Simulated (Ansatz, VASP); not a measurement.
**CdS: VASP beside Ansatz**

```
CELL_PARAMETERS angstrom
3.89844 0.00000 0.00000
0.00000 5.51149 0.00000
0.00000 0.00000 3.89810
ATOMIC_POSITIONS crystal
Cd 0.50000 0.50000 0.24303
Cd 0.00000 0.00000 0.75697
S 0.50000 0.00000 0.25516
S 0.00000 0.50000 0.74484
```

Alike in both runs: task single point; functional PBEsol; k mesh 6 × 4 × 6; occupations fermi-dirac, width 0.1 eV; no spin polarisation.

|  | VASP | Ansatz |
| --- | --- | --- |
| version | VASP 6.6.1 | Ansatz 0.2.0 |
| potentials or method | VASP PAW PBE potentials, release 64 (Cd, S) | plane waves, PAW |
| plane-wave cutoff (eV) | 520 | 420 |
| valence electrons in the cell | 36 | 52 |

|  | VASP | Ansatz | Ansatz less VASP |
| --- | --- | --- | --- |
| pressure (GPa) | -4.2 | -4.6 | -0.42 |

VASP's potentials were made for PBE, not for PBEsol. The functional is the same, so the differences come from potentials, cutoffs and numerics. VASP's potentials hold 36 valence electrons a cell and Ansatz's 52, so a difference there can come from the potentials and not from the codes.
